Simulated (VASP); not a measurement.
Set up this calculation in VASP 6.6.1, as the native input.

```
Task                    : density of states
Functional              : PBE
Potentials or basis     : VASP PAW PBE potentials, release 64 (Eu, S)
Cutoff                  : 520 eV
k mesh                  : 10 × 10 × 10
Occupations             : gaussian, width 0.05 eV
Spin                    : collinear spin, ferromagnetic start
Starting moments        : [7.4, 0.0] μB
Dipole correction       : no
k mesh for the DOS      : 15 × 15 × 15
Occupations for the DOS : tetrahedron
Further INCAR settings  : ALGO = Normal; EDIFF = 1e-06; NBANDS = 22
```

Crystal: EuS.

```xyz
2
Lattice="0.0000 2.9252 2.9252 2.9252 0.0000 2.9252 2.9252 2.9252 0.0000" Properties=species:S:1:pos:R:3 pbc="T T T"
Eu    0.0000    0.0000    0.0000
S     2.9252    2.9252    2.9252
```

These files were run (other wordings do the same):

POSCAR

```
EuS
1.0
    0.0000000000      2.9252338572      2.9252338572
    2.9252338572      0.0000000000      2.9252338572
    2.9252338572      2.9252338572      0.0000000000
Eu S
1 1
Direct
    0.0000000000      0.0000000000      0.0000000000
    0.5000000000      0.5000000000      0.5000000000
```

INCAR.step1

```
  PREC = Accurate
  ENCUT = 520
  EDIFF = 1E-6
  ISMEAR = 0
  SIGMA = 0.05
  LREAL = F
  LASPH = T
  NELM = 200
  ALGO = Normal
  ISIF = 2
  LWAVE = F
  LCHARG = T
  ISPIN = 2
  MAGMOM = 7.4 0
  LMAXMIX = 6
  GGA = PE
  NBANDS = 22
  GGA_COMPAT = F
  NEDOS = 2001
  LORBIT = 11
```

KPOINTS.step1

```
regular mesh
0
Gamma
  10 10 10
```

INCAR.step2

```
  PREC = Accurate
  ENCUT = 520
  EDIFF = 1E-6
  ISMEAR = -5
  SIGMA = 0.05
  LREAL = F
  LASPH = T
  NELM = 200
  ALGO = Normal
  ISIF = 2
  LWAVE = F
  LCHARG = F
  ISPIN = 2
  MAGMOM = 7.4 0
  LORBIT = 11
  LMAXMIX = 6
  GGA = PE
  NBANDS = 22
  NEDOS = 1001
  ICHARG = 11
  GGA_COMPAT = F
```

KPOINTS.step2

```
regular mesh
0
Gamma
  15 15 15
```

Potentials or basis: VASP PAW PBE potentials, release 64 (Eu, S).

The run is started by

```console
$ cat potpaw_PBE.64/Eu/POTCAR potpaw_PBE.64/S/POTCAR > POTCAR
$ cp INCAR.step1 INCAR
$ cp KPOINTS.step1 KPOINTS
$ mpirun -np 1 vasp_std > vasp.out
$ cp INCAR.step2 INCAR
$ cp KPOINTS.step2 KPOINTS
$ mpirun -np 1 vasp_std > vasp.out
```

Results of the run:

```
Net moment                                            : 6.97 μB per cell
Site moments                                          : Eu +6.57; S -0.08 μB
Valence electrons inside the program's atomic spheres : Eu 14.76; S 3.76
```

Caveat: spin-orbit coupling is left out, which moves the levels of the heavy elements; a cell with one magnetic atom can't hold antiferromagnetic order, which such compounds often take; without U or exact exchange the open f shell lies at the Fermi level, which spoils levels, moments and volumes.

It took 2 min on 1 thread of Intel(R) Xeon(R) 6975P-C (Granite Rapids), on a shared host, peak memory 0.36 GiB.
